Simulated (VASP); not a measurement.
A run of VASP 6.6.1 is set up as follows.

INCAR

```
  PREC = Accurate
  ENCUT = 700
  EDIFF = 1E-6
  ISMEAR = 0
  SIGMA = 0.1
  LREAL = False
  LASPH = True
  NELM = 120
  ALGO = Normal
  ISIF = 2
  LWAVE = False
  LCHARG = True
  GGA = PE
  LELF = True
  LVHAR = True
  NBANDS = 43
  GGA_COMPAT = False
```

The input KPOINTS:

```
Automatic mesh
0
Gamma
  4 4 6
```

Contents of POSCAR:

```
CdF2
1.0
    4.5599582774      0.0000000000      0.0000000000
    0.0000000000      4.5599582774      0.0000000000
    0.0000000000      0.0000000000      2.9758678659
Cd F
2 4
Direct
    0.0000000000      0.0000000000      0.0000000000
    0.5000000000      0.5000000000      0.5000000000
    0.3028000000      0.3028000000      0.0000000000
    0.1972000000      0.8028000000      0.5000000000
    0.6972000000      0.6972000000      0.0000000000
    0.8028000000      0.1972000000      0.5000000000
```

Potentials or basis: VASP PAW PBE potentials, release 64 (Cd_sv_GW, F).

Launch:

```console
$ cat potpaw_PBE.64/Cd_sv_GW/POTCAR potpaw_PBE.64/F/POTCAR > POTCAR
$ mpirun -np 1 vasp_std > vasp.out
```

(1) Predict the band gap on the k mesh.

(2) What does it give for the pressure?

Answers

(1) 2.66 eV.

(2) 100.7 GPa.

Caveat: the cell differs from its parent crystal (Mg replaced by Cd, lengths x 1.007, strained); the stress differs along the axes, from 91 to 120 GPa; forces of over 1 eV/Å act on the atoms, so gaps and moduli don't describe the material at rest.
